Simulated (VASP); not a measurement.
# Ti (I4/mmm) in VASP: a series of runs

Ti is run at these levels: PBE; tasks: single point.

Program: VASP 6.6.1. These are calculated values, not measurements. Logs are shortened: lines on timing, memory, paths and dates and some standing lists are left out, and cuts for length are marked.

**1. The cell of the first run**

Symmetry: I4/mmm, No. 139, tetragonal system. Conventional cell: a = 2.947 Å, b = 2.947 Å, c = 3.973 Å, α = 90.00°, β = 90.00°, γ = 90.00°. Within 3.8 Å of Ti (site symmetry 4/mmm) lie 12 Ti at 2.88 to 2.95 Å.

**2. Single point, PBE (volume 17.247 Å^3 an atom, c/a of the conventional cell 1.3484)**

File INCAR:

```
SYSTEM = Ti
ALGO = Fast ; EDIFF = 1E-6
ENCUT = 520 ; GGA = PE
ISIF = 2 ; ISMEAR = 0
LASPH = .TRUE. ; LCHARG = .FALSE.
LREAL = .FALSE. ; LWAVE = .FALSE.
NBANDS = 12 ; NELM = 80
PREC = Accurate ; SIGMA = 0.15
```

File KPOINTS:

```
k-points
0
G
  22 22 22
  0 0 0
```

File POSCAR:

```
Ti
1.0
   -1.4732611329      1.4732611329      1.9865453117
    1.4732611329     -1.4732611329      1.9865453117
    1.4732611329      1.4732611329     -1.9865453117
Ti
1
Direct
    0.0000000000      0.0000000000      0.0000000000
```

Potentials or basis: VASP PAW PBE potentials, release 64 (Ti_sv).

The run is started by

```sh
$ cat potpaw_PBE.64/Ti_sv/POTCAR > POTCAR
$ mpirun -np 1 vasp_std > vasp.out
```

OUTCAR:

```text
SYSTEM = Ti
   EDIFF = 1E-6
   ENCUT = 520
   GGA = PE
   ISIF = 2
   ISMEAR = 0
   LASPH = .TRUE.
   LREAL = .FALSE.
   NELM = 80
   PREC = Accurate

 ion  position               nearest neighbor table
   1  0.000  0.000  0.000-

  LATTYP: Found a body centered tetragonal cell.
 ALAT       =     2.9465222658
 C/A-ratio  =     1.3484000001

  Lattice vectors:

 A1 = (  -1.4732611329,   1.4732611329,   1.9865453117)
 A2 = (   1.4732611329,  -1.4732611329,   1.9865453117)
 A3 = (   1.4732611329,   1.4732611329,  -1.9865453117)

Analysis of symmetry for initial positions (statically):
=====================================================================
 Subroutine PRICEL returns:
 Original cell was already a primitive cell.

 Routine SETGRP: Setting up the symmetry group for a
 body centered tetragonal supercell.

 Subroutine GETGRP returns: Found 16 space group operations
 (whereof 16 operations were pure point group operations)
 out of a pool of 16 trial point group operations.

The static configuration has the point symmetry D_4h.

Analysis of symmetry for dynamics (positions and initial velocities):
=====================================================================
 Subroutine PRICEL returns:
 Original cell was already a primitive cell.

 Routine SETGRP: Setting up the symmetry group for a
 body centered tetragonal supercell.

 Subroutine GETGRP returns: Found 16 space group operations
 (whereof 16 operations were pure point group operations)
 out of a pool of 16 trial point group operations.

The dynamic configuration has the point symmetry D_4h.

 Subroutine INISYM returns: Found 16 space group operations
 (whereof 16 operations are pure point group operations),
 and found     1 'primitive' translations

----------------------------------------------------------------------------------------

                                     Primitive cell

  volume of cell :      17.2472

  direct lattice vectors                    reciprocal lattice vectors
    -1.473261133  1.473261133  1.986545312     0.000000000  0.339383147  0.251693227
     1.473261133 -1.473261133  1.986545312     0.339383147  0.000000000  0.251693227
     1.473261133  1.473261133 -1.986545312     0.339383147  0.339383147  0.000000000

  length of vectors
     2.878777346  2.878777346  2.878777346     0.422528580  0.422528580  0.479960250

  position of ions in fractional coordinates (direct lattice)
     0.000000000  0.000000000  0.000000000

[... 83 lines left out ...]
   POTIM  = 0.5000    time-step for ionic-motion
   TEBEG  =    0.0;   TEEND  =   0.0 temperature during run
   PSTRESS=    0.0 pullay stress
   NELECT =      12.0000    total number of electrons
   NUPDOWN=      -1.0000    fix difference up-down
   EMIN   =  10.00;   EMAX   =-10.00  energy-range for DOS
   EFERMI =   0.00;   METHOD = LEGACY
   ISMEAR =     0;   SIGMA  =   0.15  broadening in eV -4-tet -1-fermi 0-gaus
   EFERMI_NEDOS =   21; number of points for ismear=-14 and -15
   IALGO  =     68    algorithm
   IMIX   =      4    mixing-type and parameters
     AMIX     =   0.40;   BMIX     =  1.00
     AMIX_MAG =   1.60;   BMIX_MAG =  1.00
  volume/ion in A,a.u.               =      17.25       116.39
  Fermi-wavevector in a.u.,A,eV,Ry     =   1.450650  2.741331 28.631897  2.104385
  Thomas-Fermi vector in A             =   2.568238
   LORBIT       =      0    0 simple, 1 ext, 2 COOP (PROOUT), +10 PAW based schemes
   GGA     = PE    functional components
   LHFCALC =     F    Hartree Fock is set to
   AEXX    =    0.0000 exact exchange contribution
   IVDW    =     0    specifies the selected vdW correction
   LEPSILON=     F    determine dielectric tensor
   LRPA    =     F    only Hartree local field effects (RPA)
 non-spin polarized calculation
 RMM-DIIS sequential band-by-band and
 Gauss-broadening in eV      SIGMA  =   0.15
  energy-cutoff  :      520.00
  volume of cell :       17.25
 maximum number of plane-waves:       499
 NGX is ok and might be reduce to    24
   NGX = 11   NGY = 11   NGZ = 11

 number of electron      12.0000002 magnetization

 Free energy of the ion-electron system (eV)
  ---------------------------------------------------
  ext. energy  EPLUGINS =         0.00000000
  ---------------------------------------------------
  free energy    TOTEN  =        -7.78458098 eV

  energy without entropy =       -7.76448311  energy(sigma->0) =       -7.77453204

 E-fermi :   8.2890     XC(G=0): -11.5316

 val. band max:        8.2876791078   @ k =  -0.2727  -0.2727   0.0455
 cond. band min:       8.2915312601   @ k =   0.4091   0.2273   0.1818
 fundamental gap:      0.0038521523
 Fermi energy:         8.2889889604

 k-point     1 :       0.0000    0.0000    0.0000
  band No.  band energies     occupation
      1     -48.4036      2.00000
      2     -24.2568      2.00000
      3     -24.2568      2.00000
      4     -24.2497      2.00000
      5       2.1824      2.00000
      6       9.0641      0.00000
      7       9.0641      0.00000
      8       9.4239      0.00000
      9      10.5989      0.00000
     10      11.0135      0.00000
     11      23.6169      0.00000
     12      27.7133      0.00000
[... 331 lines left out ...]
 k-point    24 :      -0.4545    0.0455    0.0000
  band No.  band energies     occupation
      1     -48.2814      2.00000
      2     -24.9094      2.00000
      3     -24.3674      2.00000
      4     -24.3221      2.00000
      5       5.6625      2.00000
      6       8.6338      0.00115
      7       8.9054      0.00000
      8       9.3461      0.00000
      9      11.7749      0.00000
     10      11.9272      0.00000
     11      16.9613      0.00000
     12      22.9242      0.00000

 [... further k-points ...]

------------------------ aborting loop because EDIFF is reached ----------------------------------------

  FORCE on cell =-STRESS in cart. coord.  units (eV):
  Direction    XX          YY          ZZ          XY          YZ          ZX
  --------------------------------------------------------------------------------------
  -------------------------------------------------------------------------------------
  Total        0.0060607      0.0060607      0.1794886      0.0000000     -0.0000000      0.0000000
  in kB        0.5630053      0.5630053     16.6736066      0.0000000     -0.0000000      0.0000000
  external PRESSURE =       5.9332057 kB  Pullay stress =       0.0000000 kB

 VOLUME and BASIS-vectors are now :
 -----------------------------------------------------------------------------
  energy-cutoff  :      520.00
  volume of cell :       17.25
      direct lattice vectors                 reciprocal lattice vectors
    -1.473261133  1.473261133  1.986545312     0.000000000  0.339383147  0.251693227
     1.473261133 -1.473261133  1.986545312     0.339383147  0.000000000  0.251693227
     1.473261133  1.473261133 -1.986545312     0.339383147  0.339383147  0.000000000

 POSITION                                       TOTAL-FORCE (eV/Angst)
 -----------------------------------------------------------------------------------
      0.00000      0.00000      0.00000         0.000000     -0.000000      0.000000
 -----------------------------------------------------------------------------------
    total drift:                                0.000000      0.000000      0.000000

  FREE ENERGIE OF THE ION-ELECTRON SYSTEM (eV)
  ---------------------------------------------------
  free  energy   TOTEN  =        -7.7845809751 eV

  energy  without entropy=       -7.7644831122  energy(sigma->0) =       -7.77453204
```

Wall time 87 s (1 thread of Intel Xeon 6975P-C (Granite Rapids), shared host); peak memory 0.28 GiB.

What came out:

| Item | Value |
| --- | --- |
| Free energy | -7.7846 eV |
| Pressure | 0.6 GPa |
| Band gap on the k mesh | zero (band 6 reaches 9.12 eV, above the bottom of band 7 at 7.73 eV) |

Stress tensor (GPa, compression positive):
```
0.06 0.00 0.00
0.00 0.06 0.00
0.00 0.00 1.67
```

**3. Single point, PBE (volume 17.247 Å^3 an atom, c/a of the conventional cell 1.2513)**

File INCAR:

```
SYSTEM = Ti
PREC     = Accurate       ! precision mode
ENCUT    = 520            ! plane-wave cutoff, eV
EDIFF    = 1E-7           ! SCF threshold, eV
ISMEAR   = 0              ! smearing method
SIGMA    = 0.15           ! smearing width, eV
LREAL    = .FALSE.        ! projectors in reciprocal space
LASPH    = .TRUE.         ! aspherical terms in the spheres
NELM     = 100            ! most SCF steps
ALGO     = Fast           ! electronic algorithm
ISIF     = 2              ! what is computed and relaxed
LWAVE    = .FALSE.        ! write WAVECAR
LCHARG   = .FALSE.        ! write CHGCAR
GGA      = PE             ! functional
NBANDS   = 12             ! bands
```

File KPOINTS:

```
Automatic mesh
0
G
  22 22 22
  0 0 0
```

File POSCAR:

```
Ti
1.0
   -1.5104238386      1.5104238386      1.8899933492
    1.5104238386     -1.5104238386      1.8899933492
    1.5104238386      1.5104238386     -1.8899933492
Ti
1
Direct
    0.0000000000      0.0000000000      0.0000000000
```

Potentials or basis: VASP PAW PBE potentials, release 64 (Ti_sv).

The run is started by

```sh
$ cat potpaw_PBE.64/Ti_sv/POTCAR > POTCAR
$ mpirun -np 1 vasp_std > vasp.out
```

It took 1.8 min on 1 thread of Intel Xeon 6975P-C (Granite Rapids), shared host; peak memory 0.28 GiB.

Results (log left out):

```
Free energy            : -7.7710 eV
Pressure               : 0.5 GPa
Band gap on the k mesh : zero (band 6 reaches 9.09 eV, above the bottom of band 7 at 7.65 eV)
```

Stress tensor (GPa, compression positive):
```
-0.52  0.00  0.00
 0.00 -0.52  0.00
 0.00  0.00  2.64
```

Levels at points of the mesh, in eV from the Fermi level:
| k point | band 3 | band 4 | band 5 | band 6 | band 7 | band 8 | band 9 | band 10 |
| --- | --- | --- | --- | --- | --- | --- | --- | --- |
| (0.00, 0.00, 0.00) | -32.52 | -32.50 | -6.08 | 0.69 | 0.69 | 1.55 | 1.98 | 2.95 |
| (0.50, 0.00, 0.00) | -32.66 | -32.54 | -2.57 | 0.27 | 0.73 | 1.40 | 3.38 | 3.87 |
| (0.50, 0.50, 0.00) | -32.77 | -32.64 | -2.58 | -1.49 | 2.19 | 3.52 | 3.55 | 4.16 |
| (0.50, 0.50, 0.50) | -32.85 | -32.85 | -2.49 | -1.89 | 3.63 | 3.92 | 3.92 | 4.56 |

**4. Single point, PBE (volume 18.167 Å^3 an atom, c/a of the conventional cell 1.2513)**

File INCAR:

```
SYSTEM = Ti
PREC = Accurate
ENCUT = 520
EDIFF = 1E-7
ISMEAR = 0
SIGMA = 0.15
LREAL = .False.
LASPH = .True.
NELM = 80
ALGO = Fast
ISIF = 2
LWAVE = .False.
LCHARG = .False.
GGA = PE
NBANDS = 12
```

File KPOINTS:

```
Automatic mesh
0
Gamma
  22 22 22
  0 0 0
```

File POSCAR:

```
Ti
1.0
   -1.5368114707      1.5368114707      1.9230121933
    1.5368114707     -1.5368114707      1.9230121933
    1.5368114707      1.5368114707     -1.9230121933
Ti
1
Direct
    0.0000000000      0.0000000000      0.0000000000
```

The run is started by

```sh
$ cat potpaw_PBE.64/Ti_sv/POTCAR > POTCAR
$ mpirun -np 1 vasp_std > vasp.out
```

It took 3.2 min on 1 thread of Intel Xeon Platinum 8124M at 3.00GHz (Skylake/Cascade Lake), shared host; peak memory 0.29 GiB.

It converged, with:

```yaml
Free_energy: -7.7592 eV
Pressure: -4.6 GPa
Band_gap_on_the_k_mesh: zero (band 6 reaches 8.51 eV, above the bottom of band 7 at 7.15 eV)
```

Stress tensor (GPa, compression positive):
```
-5.64  0.00  0.00
 0.00 -5.64  0.00
 0.00  0.00 -2.53
```

Levels at points of the mesh, in eV from the Fermi level:
| k point | band 4 | band 5 | band 6 | band 7 | band 8 | band 9 |
| --- | --- | --- | --- | --- | --- | --- |
| (0.00, 0.00, 0.00) | -32.65 | -5.95 | 0.67 | 0.67 | 1.48 | 1.87 |
| (0.50, 0.00, 0.00) | -32.69 | -2.45 | 0.28 | 0.61 | 1.34 | 3.17 |
| (0.50, 0.50, 0.00) | -32.77 | -2.42 | -1.37 | 1.99 | 3.30 | 3.33 |
| (0.50, 0.50, 0.50) | -32.95 | -2.30 | -1.74 | 3.40 | 3.67 | 3.67 |

**5. Single point, PBE (volume 19.087 Å^3 an atom, c/a of the conventional cell 0.8612)**

File INCAR:

```
SYSTEM = Ti
  ALGO = Fast
  EDIFF = 1E-6
  ENCUT = 520
  GGA = PE
  ISIF = 2
  ISMEAR = 0
  LASPH = .True.
  LCHARG = .True.
  LELF = .True.
  LREAL = .False.
  LVHAR = .True.
  LWAVE = .False.
  NBANDS = 12
  NELM = 60
  PREC = Accurate
  SIGMA = 0.15
```

File KPOINTS:

```
k-points
0
Gamma
  22 22 22
  0 0 0
```

File POSCAR:

```
Ti
1.0
   -1.7695298252      1.7695298252      1.5239190854
    1.7695298252     -1.7695298252      1.5239190854
    1.7695298252      1.7695298252     -1.5239190854
Ti
1
Direct
    0.0000000000      0.0000000000      0.0000000000
```

The run is started by

```sh
$ cat potpaw_PBE.64/Ti_sv/POTCAR > POTCAR
$ mpirun -np 1 vasp_std > vasp.out
```

Wall time 2.6 min (1 thread of Intel Xeon Platinum 8124M at 3.00GHz (Skylake/Cascade Lake), shared host); peak memory 0.3 GiB.

It converged, with:

```yaml
Free_energy: -7.6949 eV
Pressure: -9.0 GPa
Band_gap_on_the_k_mesh: zero (band 6 reaches 7.98 eV, above the bottom of band 7 at 6.68 eV)
```

Stress tensor (GPa, compression positive):
```
-9.18  0.00  0.00
 0.00 -9.18  0.00
 0.00  0.00 -8.71
```

Levels at points of the mesh, in eV from the Fermi level:
| k point | band 2 | band 3 | band 4 | band 5 | band 6 | band 7 | band 8 | band 9 | band 10 | band 11 |
| --- | --- | --- | --- | --- | --- | --- | --- | --- | --- | --- |
| (0.00, 0.00, 0.00) | -32.71 | -32.71 | -32.69 | -5.77 | 0.27 | 1.31 | 1.31 | 1.70 | 2.87 | 15.83 |
| (0.50, 0.00, 0.00) | -33.21 | -32.87 | -32.75 | -2.23 | -0.67 | 1.26 | 2.33 | 3.26 | 3.68 | 8.18 |
| (0.50, 0.50, 0.00) | -33.20 | -32.81 | -32.69 | -2.33 | 0.29 | 0.51 | 1.61 | 2.42 | 3.64 | 7.10 |
| (0.50, 0.50, 0.50) | -33.09 | -33.09 | -32.93 | -1.98 | -1.71 | 3.39 | 3.39 | 3.59 | 6.32 | 6.32 |

**6. Summary**

```csv
cell,further INCAR settings,gap on the mesh (eV),pressure (GPa)
"a = 2.879 Å, angles 118.4, 118.4, 92.7°, 1 atom",ALGO = Fast; EDIFF = 1e-06; NBANDS = 12,none,0.6
"a = 2.852 Å, angles 116.0, 116.0, 97.0°, 1 atom",ALGO = Fast; EDIFF = 1e-07; NBANDS = 12,none,0.5
"a = 2.902 Å, angles 116.0, 116.0, 97.0°, 1 atom",ALGO = Fast; EDIFF = 1e-07; NBANDS = 12,none,-4.6
"a = 2.930 Å, angles 105.7, 105.7, 117.3°, 1 atom",ALGO = Fast; EDIFF = 1e-06; NBANDS = 12,none,-9.0
```

Alike in all rows: task single point; level PBE; potentials or basis VASP PAW PBE potentials, release 64 (Ti_sv); no spin polarisation; k mesh 22 × 22 × 22; cutoff (eV) 520; smearing gaussian 0.15 eV.

Absolute energies hang on the potentials; compare differences alone.
